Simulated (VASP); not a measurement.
# BaY (L10 type) (P4/mmm) in VASP: a series of runs, part 2 of 2

VASP 6.6.1.

## 5. Single point, PBEsol+U

This run uses another cell than the first one, of 44.62 Å³/atom.

File INCAR:

```
SYSTEM = BaY
PREC = Accurate ; ENCUT = 520
EDIFF = 1E-6 ; ISMEAR = -1
SIGMA = 0.03 ; LREAL = .False.
LASPH = .True. ; NELM = 150
ALGO = Normal ; ISIF = 2
LWAVE = .False. ; LCHARG = .False.
LMAXMIX = 4 ; LDAU = .True.
LDAUTYPE = 2 ; LDAUL = -1 2
LDAUU = 0 1 ; LDAUJ = 0 0
LDAUPRINT = 1 ; GGA = PS
NBANDS = 18
```

File KPOINTS:

```
regular mesh
0
Gamma
  11 11 8
  0 0 0
```

File POSCAR:

```
BaY
1.0
    3.9038829515      0.0000000000      0.0000000000
    0.0000000000      3.9038829515      0.0000000000
    0.0000000000      0.0000000000      5.8555097825
Ba Y
1 1
Direct
    0.0000000000      0.0000000000      0.0000000000
    0.5000000000      0.5000000000      0.5000000000
```

Started as:

```console
cat potpaw_PBE.64/Ba_sv/POTCAR potpaw_PBE.64/Y_sv/POTCAR > POTCAR
mpirun -np 1 vasp_std > vasp.out
```

Wall time 60 s (1 thread of Intel Xeon 6975P-C (Granite Rapids), shared host); peak memory 0.34 GiB.

The run converged. Its results:

```yaml
Free_energy: -7.9577 eV
Pressure: -1.4 GPa
Band_gap_on_the_k_mesh: zero (an odd number of electrons rules out a gap without spin polarisation)
```

Stress tensor (GPa, compression positive):
```
-1.39  0.00  0.00
 0.00 -1.39  0.00
 0.00  0.00 -1.47
```

Levels at points of the mesh, in eV from the Fermi level:
| k point | band 6 | band 7 | band 8 | band 9 | band 10 | band 11 | band 12 | band 13 | band 14 | band 15 |
| --- | --- | --- | --- | --- | --- | --- | --- | --- | --- | --- |
| (0.00, 0.00, 0.00) | -13.32 | -12.93 | -12.93 | -3.82 | -1.19 | -0.44 | 1.60 | 1.76 | 1.76 | 1.83 |
| (0.00, 0.00, 0.50) | -13.37 | -12.94 | -12.94 | -2.64 | -1.81 | 0.08 | 0.68 | 1.11 | 1.85 | 2.34 |

Eigenvalues of the final occupation matrices:
```
    site  spin  trace               eigenvalues
site 2 d     1   0.37  0.07 0.07 0.07 0.07 0.09
site 2 d     2   0.37  0.07 0.07 0.07 0.07 0.09
```

Caveat: the PAW data sets were made with another functional, which shifts forces and pressure a little; spin-orbit coupling is left out, which moves the levels of the heavy elements; U without spin polarisation on a metal has little footing; the U is typed as a test and isn't derived for this compound.

## 6. Relaxation of cell and atoms, PBE

This run uses another cell than the first one, of 33.37 Å³/atom.

File INCAR:

```
PREC     = Accurate       # precision mode
ENCUT    = 600            # plane-wave cutoff, eV
EDIFF    = 1E-6           # SCF threshold, eV
ISMEAR   = -1             # smearing method
SIGMA    = 0.03           # smearing width, eV
LREAL    = False          # projectors in reciprocal space
LASPH    = True           # aspherical terms in the spheres
NELM     = 100            # most SCF steps
ALGO     = Normal         # electronic algorithm
ISIF     = 3              # what is computed and relaxed
LWAVE    = False          # write WAVECAR
LCHARG   = False          # write CHGCAR
GGA      = PE             # functional
IBRION   = 2              # ionic algorithm
NSW      = 100            # ionic steps
EDIFFG   = -0.005         # ionic threshold
```

File KPOINTS:

```
regular mesh
0
Gamma
  11 11 8
```

File POSCAR:

```
BaY
1.0
    3.6611707153      0.0000000000      0.0000000000
    0.0000000000      3.6611707153      0.0000000000
    0.0000000000      0.0000000000      4.9791921728
Ba Y
1 1
Direct
    0.0000000000      0.0000000000      0.0000000000
    0.5000000000      0.5000000000      0.5000000000
```

Potentials or basis: VASP PAW PBE potentials, release 64 (Ba_sv, Y_sv).

Started as:

```console
cat potpaw_PBE.64/Ba_sv/POTCAR potpaw_PBE.64/Y_sv/POTCAR > POTCAR
mpirun -np 1 vasp_std > vasp.out
```

OUTCAR:

```text
PREC = Accurate
   ENCUT = 600
   EDIFF = 1E-6
   ISMEAR = -1
   LREAL = False
   LASPH = True
   NELM = 100
   ISIF = 3
   GGA = PE
   IBRION = 2
   NSW = 100
   EDIFFG = -0.005

 ion  position               nearest neighbor table
   1  0.000  0.000  0.000-   2 3.59   2 3.59   2 3.59   2 3.59   2 3.59   2 3.59   2 3.59   2 3.59

   2  0.500  0.500  0.500-   1 3.59   1 3.59   1 3.59   1 3.59   1 3.59   1 3.59   1 3.59   1 3.59

  LATTYP: Found a simple tetragonal cell.
 ALAT       =     3.6611707153
 C/A-ratio  =     1.3600000000

  Lattice vectors:

 A1 = (   3.6611707153,   0.0000000000,   0.0000000000)
 A2 = (   0.0000000000,   3.6611707153,   0.0000000000)
 A3 = (   0.0000000000,   0.0000000000,   4.9791921728)

Analysis of symmetry for initial positions (statically):
=====================================================================
 Subroutine PRICEL returns:
 Original cell was already a primitive cell.

 Routine SETGRP: Setting up the symmetry group for a
 simple tetragonal supercell.

 Subroutine GETGRP returns: Found 16 space group operations
 (whereof 16 operations were pure point group operations)
 out of a pool of 16 trial point group operations.

The static configuration has the point symmetry D_4h.

Analysis of symmetry for dynamics (positions and initial velocities):
=====================================================================
 Subroutine PRICEL returns:
 Original cell was already a primitive cell.

 Routine SETGRP: Setting up the symmetry group for a
 simple tetragonal supercell.

 Subroutine GETGRP returns: Found 16 space group operations
 (whereof 16 operations were pure point group operations)
 out of a pool of 16 trial point group operations.

The dynamic configuration has the point symmetry D_4h.

 Subroutine INISYM returns: Found 16 space group operations
 (whereof 16 operations are pure point group operations),
 and found     1 'primitive' translations

----------------------------------------------------------------------------------------

                                     Primitive cell

  volume of cell :      66.7419

  direct lattice vectors                    reciprocal lattice vectors
     3.661170715  0.000000000  0.000000000     0.273136676  0.000000000  0.000000000
     0.000000000  3.661170715  0.000000000     0.000000000  0.273136676  0.000000000
     0.000000000  0.000000000  4.979192173     0.000000000  0.000000000  0.200835791

  length of vectors
     3.661170715  3.661170715  4.979192173     0.273136676  0.273136676  0.200835791

  position of ions in fractional coordinates (direct lattice)
     0.000000000  0.000000000  0.000000000
     0.500000000  0.500000000  0.500000000

  ion indices of the primitive-cell ions
   primitive index   ion index
                 1           1
                 2           2

----------------------------------------------------------------------------------------

 KPOINTS: regular mesh

Automatic generation of k-mesh.
 Grid dimensions read from file:
 generate k-points for:   11   11    8

 Generating k-lattice:

  Cartesian coordinates                     Fractional coordinates (reciprocal lattice)
     0.024830607  0.000000000  0.000000000     0.090909091  0.000000000  0.000000000
     0.000000000  0.024830607  0.000000000     0.000000000  0.090909091  0.000000000
     0.000000000  0.000000000  0.025104474     0.000000000  0.000000000  0.125000000

  Length of vectors
     0.024830607  0.024830607  0.025104474

  Shift w.r.t. Gamma in fractional coordinates (k-lattice)
     0.000000000  0.000000000  0.000000000

 Subroutine IBZKPT returns following result:
 ===========================================

 Found    105 irreducible k-points:

 Following reciprocal coordinates:
            Coordinates               Weight
  0.000000  0.000000  0.000000      1.000000
  0.090909  0.000000  0.000000      4.000000
  0.181818  0.000000  0.000000      4.000000
  0.272727  0.000000  0.000000      4.000000
  0.363636  0.000000  0.000000      4.000000
  0.454545  0.000000  0.000000      4.000000
[... 16 lines left out ...]
  0.090909  0.000000  0.125000      8.000000
  0.181818  0.000000  0.125000      8.000000
 [... further k-points ...]
   k-points           NKPTS =    105   k-points in BZ     NKDIM =    105   number of bands    NBANDS=     14
   number of dos      NEDOS =    301   number of ions     NIONS =      2
   total plane-waves  NPLWV =  36000
   dimension x,y,z NGX =    30 NGY =   30 NGZ =   40
   dimension x,y,z NGXF=    60 NGYF=   60 NGZF=   80
   ions per type =               1   1
   NGX,Y,Z   is equivalent  to a cutoff of  13.62, 13.62, 13.36 a.u.
   NGXF,Y,Z  is equivalent  to a cutoff of  27.24, 27.24, 26.71 a.u.
 SYSTEM =  unknown system
   PREC   = accura    normal or accurate (medium, high low for compatibility)
   ISTART =      0    job   : 0-new  1-cont  2-samecut
   ICHARG =      2    charge: 1-file 2-atom 10-const
   ISPIN  =      1    spin polarized calculation?
   LNONCOLLINEAR =      F non collinear calculations
   LSORBIT =      F    spin-orbit coupling
   LASPH  =      T    aspherical Exc in radial PAW
   ENCUT  =  600.0 eV  44.10 Ry    6.64 a.u.   7.31  7.31  9.94*2*pi/ulx,y,z
   NELM   =    100;   NELMIN=  2; NELMDL= -5     # of ELM steps
   EDIFF  = 0.1E-05   stopping-criterion for ELM
   LREAL  =      F    real-space projection
   EDIFFG = -.5E-02   stopping-criterion for IOM
   NSW    =    100    number of steps for IOM
   IBRION =      2    ionic relax: 0-MD 1-quasi-New 2-CG
   NFREE  =      1    steps in history (QN), initial steepest desc. (CG)
   ISIF   =      3    stress and relaxation
   ISYM   =      2    0-nonsym 1-usesym 2-fastsym
   POTIM  = 0.5000    time-step for ionic-motion
   TEBEG  =    0.0;   TEEND  =   0.0 temperature during run
   PSTRESS=    0.0 pullay stress
   NELECT =      21.0000    total number of electrons
   NUPDOWN=      -1.0000    fix difference up-down
   EMIN   =  10.00;   EMAX   =-10.00  energy-range for DOS
   EFERMI =   0.00;   METHOD = LEGACY
   ISMEAR =    -1;   SIGMA  =   0.03  broadening in eV -4-tet -1-fermi 0-gaus
   EFERMI_NEDOS =   21; number of points for ismear=-14 and -15
   IALGO  =     38    algorithm
   IMIX   =      4    mixing-type and parameters
     AMIX     =   0.40;   BMIX     =  1.00
     AMIX_MAG =   1.60;   BMIX_MAG =  1.00
  volume/ion in A,a.u.               =      33.37       225.20
  Fermi-wavevector in a.u.,A,eV,Ry     =   1.113478  2.104168 16.868956  1.239833
  Thomas-Fermi vector in A             =   2.250063
   LORBIT       =      0    0 simple, 1 ext, 2 COOP (PROOUT), +10 PAW based schemes
   GGA     = PE    functional components
   LHFCALC =     F    Hartree Fock is set to
   AEXX    =    0.0000 exact exchange contribution
   IVDW    =     0    specifies the selected vdW correction
   LEPSILON=     F    determine dielectric tensor
   LRPA    =     F    only Hartree local field effects (RPA)
 conjugate gradient relaxation of ions
 non-spin polarized calculation
  energy-cutoff  :      600.00
  volume of cell :       66.74
 maximum number of plane-waves:      2268
 NGX is ok and might be reduce to    30
   NGX = 15   NGY = 15   NGZ = 19

--------------------------------------- Ionic step        1  -------------------------------------------

 number of electron      21.0000000 magnetization

 Free energy of the ion-electron system (eV)
  ---------------------------------------------------
  ext. energy  EPLUGINS =         0.00000000
  ---------------------------------------------------
  free energy    TOTEN  =        -7.32388318 eV

  energy without entropy =       -7.31118679  energy(sigma->0) =       -7.31753498

 E-fermi :   3.6560     XC(G=0):  -9.5603

 val. band max:        3.6502676003   @ k =   0.2727   0.2727   0.1250
 cond. band min:       3.6571153359   @ k =   0.2727   0.0000   0.0000
 fundamental gap:      0.0068477356
 Fermi energy:         3.6559839253

 k-point     1 :       0.0000    0.0000    0.0000
  band No.  band energies     occupation
      1     -39.1687      2.00000
      2     -24.0952      2.00000
      3     -19.2774      2.00000
      4     -19.0281      2.00000
      5     -19.0281      2.00000
      6      -9.4089      2.00000
      7      -8.7475      2.00000
      8      -8.7475      2.00000
      9      -0.0789      2.00000
     10       1.9736      2.00000
     11       2.6075      2.00000
     12       5.4877      0.00000
     13       5.4877      0.00000
     14       6.0380      0.00000
[... 492 lines left out ...]
  FREE ENERGIE OF THE ION-ELECTRON SYSTEM (eV)
  ---------------------------------------------------
  free  energy   TOTEN  =        -7.6857292783 eV

  energy  without entropy=       -7.6719507913  energy(sigma->0) =       -7.67884003

[... ionic steps 4 to 8 ...]

--------------------------------------- Ionic step        9  -------------------------------------------

 number of electron      21.0000000 magnetization

------------------------ aborting loop because EDIFF is reached ----------------------------------------
[... 67 lines left out ...]
--------------------------------------- Ionic step       11  -------------------------------------------

 number of electron      21.0000000 magnetization

 Free energy of the ion-electron system (eV)
  ---------------------------------------------------
  ext. energy  EPLUGINS =         0.00000000
  ---------------------------------------------------
  free energy    TOTEN  =        -7.69724194 eV

  energy without entropy =       -7.68470105  energy(sigma->0) =       -7.69097150

 E-fermi :   2.4918     XC(G=0):  -8.5652

 val. band max:        2.4899392974   @ k =   0.3636   0.2727   0.0000
 cond. band min:       2.4935443388   @ k =   0.2727   0.0000   0.0000
 fundamental gap:      0.0036050415
 Fermi energy:         2.4917907878

 k-point     1 :       0.0000    0.0000    0.0000
  band No.  band energies     occupation
      1     -40.9865      2.00000
      2     -25.5874      2.00000
      3     -20.9817      2.00000
      4     -20.8435      2.00000
      5     -20.8435      2.00000
      6     -10.8347      2.00000
      7     -10.4302      2.00000
      8     -10.4302      2.00000
      9      -1.2340      2.00000
     10       1.2616      2.00000
     11       1.9940      2.00000
     12       4.1260      0.00000
     13       4.2270      0.00000
     14       4.2270      0.00000
[... 420 lines left out ...]
  FREE ENERGIE OF THE ION-ELECTRON SYSTEM (eV)
  ---------------------------------------------------
  free  energy   TOTEN  =        -7.6972419442 eV

  energy  without entropy=       -7.6847010494  energy(sigma->0) =       -7.69097150

 reached required accuracy - stopping structural energy minimisation
```

It took 5 min on 1 thread of Intel Xeon 6975P-C (Granite Rapids), shared host; peak memory 0.3 GiB.

Results:

| Property | Result |
| --- | --- |
| Free energy | -7.6972 eV |
| Relaxed volume | 43.21 Å³/atom |
| Relaxed cell | a = 3.865 Å, b = 3.865 Å, c = 5.785 Å, α = 90.00°, β = 90.00°, γ = 90.00° |
| Space group after relaxing (to 0.1 Å) | P4/mmm (No. 123) |
| Energy gained by relaxing | 186.7 meV/atom |
| Ionic steps | 11 |
| Pressure after relaxing | 0.0 GPa |
| Band gap on the k mesh | zero (an odd number of electrons rules out a gap without spin polarisation) |

Step by step:
| step | energy change (eV) | largest force (eV/Å) | pressure (GPa) | volume (Å³) |
| --- | --- | --- | --- | --- |
| 1 | 0.0000 | 0.0000 | 6.98 | 66.74 |
| 2 | -0.3465 | 0.0000 | 1.10 | 81.78 |
| 3 | -0.3618 | 0.0000 | -0.27 | 87.86 |
| 4 | -0.3628 | 0.0000 | -0.02 | 86.65 |
| 5 | -0.3647 | 0.0000 | -0.02 | 86.63 |
| 6 | -0.3694 | 0.0000 | 0.00 | 86.55 |
| 7 | -0.3733 | 0.0000 | 0.03 | 86.28 |
| 8 | -0.3733 | 0.0000 | 0.03 | 86.31 |
| 9 | -0.3733 | 0.0000 | 0.03 | 86.30 |
| 10 | -0.3733 | 0.0000 | -0.03 | 86.62 |
| 11 | -0.3734 | 0.0000 | 0.00 | 86.42 |

Final structure:
```
CELL_PARAMETERS angstrom
3.86511 0.00000 0.00000
0.00000 3.86511 0.00000
0.00000 0.00000 5.78505
ATOMIC_POSITIONS crystal
Ba 0.00000 0.00000 0.00000
Y 0.50000 0.50000 0.50000
```

Levels at points of the mesh, in eV from the Fermi level:
```
           k point  band 6  band 7  band 8  band 9  band 10  band 11  band 12  band 13  band 14
(0.00, 0.00, 0.00)  -13.33  -12.92  -12.92   -3.73    -1.23    -0.50     1.63     1.74     1.74
(0.00, 0.00, 0.50)  -13.38  -12.92  -12.92   -2.49    -1.72     0.02     0.70     1.08     1.94
```

Caveat: the volume moved by over 15 % at a fixed basis, so the end points are rough; spin-orbit coupling is left out, which moves the levels of the heavy elements.

## 7. Summary

```tsv
task	level	potentials or basis	U	cell	cutoff (eV)	gap on the mesh (eV)	pressure (GPa)
single point	PBE	VASP PAW PBE potentials, release 64 (Ba_sv, Y_sv)	-	a = 3.853, b = 3.853, c = 5.779 Å, 2 atoms	520	none	0.1
single point	LDA	VASP PAW LDA potentials, release 64 (Ba_sv, Y_sv)	-	a = 3.853, b = 3.853, c = 5.779 Å, 2 atoms	520	none	-2.3
single point	PBEsol	VASP PAW PBE potentials, release 64 (Ba_sv, Y_sv)	-	a = 3.853, b = 3.853, c = 5.779 Å, 2 atoms	520	none	-1.2
single point	PBEsol+U	VASP PAW PBE potentials, release 64 (Ba_sv, Y_sv)	Y d U = 1.0 eV	a = 3.904, b = 3.904, c = 5.856 Å, 2 atoms	520	none	-1.4
relaxation of cell and atoms	PBE	VASP PAW PBE potentials, release 64 (Ba_sv, Y_sv)	-	relaxed from a = 3.661, b = 3.661, c = 4.979 Å, 2 atoms	600	none	0.0
```

Alike in all rows: no spin polarisation; k mesh 11 × 11 × 8; smearing fermi-dirac 0.03 eV.

Caveats: spin-orbit coupling is left out, which moves the levels of the heavy elements; the PAW data sets were made with another functional, which shifts forces and pressure a little (at least some runs); U without spin polarisation on a metal has little footing (at least some runs); the U is typed as a test and isn't derived for this compound (at least some runs); the volume moved by over 15 % at a fixed basis, so the end points are rough (at least some runs).

Absolute energies hang on the potentials; compare differences alone.
